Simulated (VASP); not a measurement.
Here is a VASP 6.6.1 calculation.

INCAR

```
PREC = Accurate
ENCUT = 520
EDIFF = 1E-7
ISMEAR = 0
SIGMA = 0.1
LREAL = F
LASPH = T
NELM = 100
ALGO = Normal
ISIF = 2
LWAVE = F
LCHARG = F
GGA = PS
NBANDS = 34
```

The input KPOINTS:

```
Automatic mesh
0
Gamma
  3 3 1
```

The input POSCAR:

```
Sc2Al
1.0
    4.8926114005      0.0000000000      0.0000000000
   -2.4463057002      4.2371257637      0.0000000000
    0.0000000000      0.0000000000      6.1614205700
Sc Al
4 2
Direct
    0.0000000000      0.0000000000      0.0000000000
    0.0000000000      0.0000000000      0.5000000000
    0.3333333333      0.6666666667      0.7500000000
    0.6666666667      0.3333333333      0.2500000000
    0.3333333333      0.6666666667      0.2500000000
    0.6666666667      0.3333333333      0.7500000000
```

Potentials or basis: VASP PAW PBE potentials, release 64 (Sc_sv, Al).

Run with:

```sh
$ cat potpaw_PBE.64/Sc_sv/POTCAR potpaw_PBE.64/Al/POTCAR > POTCAR
$ mpirun -np 1 vasp_std > vasp.out
```

Predict the pressure.

-1.9 GPa.

Predict the band gap on the k mesh.

zero (band 25 reaches 4.63 eV, above the bottom of band 26 at 4.31 eV).

Stress tensor (GPa, compression positive):
```
-3.33  0.00  0.00
 0.00 -3.33  0.00
 0.00  0.00  0.87
```

Caveat: the k points lie up to 1.02 Å⁻¹ apart; the PAW data sets were made with another functional, which shifts forces and pressure a little.
